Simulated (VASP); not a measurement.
In2Sb2Cl: single point with PBE+D4

In2Sb2Cl, a slab with vacuum:

```xyz
5
Lattice="4.6294 0.0000 0.0000 -2.3147 4.0092 0.0000 0.0000 0.0000 22.0152" Properties=species:S:1:pos:R:3 pbc="T T T"
Sb    0.0000    0.0000    4.0000
Sb    0.0000    2.6728    7.9460
In    0.0000    2.6728    4.9450
In    2.3147    1.3364    8.7152
Cl    3.8578    2.2273   12.0152
```

```
Program                : VASP 6.6.1
Task                   : single point
Functional             : PBE
Dispersion             : D4
Potentials or basis    : VASP PAW PBE potentials, release 64 (Sb, In_d, Cl)
Cutoff                 : 520 eV
k mesh                 : 6 × 6 × 1, shifted
Occupations            : gaussian, width 0.1 eV
Spin                   : no spin polarisation
Dipole correction      : yes
Further INCAR settings : ALGO = Normal; EDIFF = 1e-07; NBANDS = 30; ISYM = 0
```

```yaml
Largest_force: 0.896 eV/Å
Dispersion_energy_per_atom: -0.220 eV
```

Forces on the atoms (eV/Å):
```
Sb   0.004  0.002 -0.033
Sb   0.018  0.010 -0.227
In   0.005  0.003  0.261
In   0.153  0.089  0.871
Cl  -0.179 -0.104 -0.872
```

Levels at points of the mesh, in eV from the Fermi level:
| k point | band 18 | band 19 | band 20 | band 21 | band 22 | band 23 | band 24 | band 25 | band 26 | band 27 |
| --- | --- | --- | --- | --- | --- | --- | --- | --- | --- | --- |
| (0.08, 0.08, 0.00) | -0.56 | -0.13 | -0.09 | -0.04 | 0.00 | 1.50 | 2.12 | 3.04 | 3.61 | 3.99 |

Wall time 22 min on 1 thread of Intel(R) Xeon(R) Platinum 8375C CPU @ 2.90GHz (Ice Lake), on a shared host, peak memory 0.92 GiB.

Caveat: spin-orbit coupling is left out, which moves the levels of the heavy elements; an odd number of electrons without spin polarisation forces a metal; a magnetic or distorted state may lie lower.
